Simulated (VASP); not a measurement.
A run of VASP 6.6.1:

File INCAR:

```
SYSTEM = KF
  PREC = Accurate
  ENCUT = 520
  EDIFF = 1E-7
  ISMEAR = 0
  SIGMA = 0.02
  LREAL = .FALSE.
  LASPH = .TRUE.
  NELM = 100
  ALGO = Normal
  ISIF = 2
  LWAVE = .FALSE.
  LCHARG = .FALSE.
  GGA = PE
  NBANDS = 42
```

KPOINTS

```
regular mesh
0
G
  9 9 3
  0 0 0
```

File POSCAR:

```
KF
1.0
    3.7821465558      0.0000000000      0.0000000000
   -1.8910732779      3.2754349981      0.0000000000
    0.0000000000      0.0000000000     12.8515016233
K F
4 4
Direct
    0.0000000000      0.0000000000      0.0000000000
    0.3333333333      0.6666666667      0.2500000000
    0.0000000000      0.0000000000      0.5000000000
    0.6666666667      0.3333333333      0.7500000000
    0.6666666667      0.3333333333      0.1233644922
    0.6666666667      0.3333333333      0.3766355078
    0.3333333333      0.6666666667      0.6233644922
    0.3333333333      0.6666666667      0.8766355078
```

Potentials or basis: VASP PAW PBE potentials, release 64 (K_sv, F).

Command:

```console
$ cat potpaw_PBE.64/K_sv/POTCAR potpaw_PBE.64/F/POTCAR > POTCAR
$ mpirun -np 1 vasp_std > vasp.out
```

Hardware: 1 thread of Oxide Virtual Turin-like Processor, with other jobs on the host.

Question: How long does it take, and how much memory?

Answer: It took 3.1 min on 1 thread of Oxide Virtual Turin-like Processor, with other jobs on the host, peak memory 0.28 GiB. Counts: scf iterations 15, k points 24.
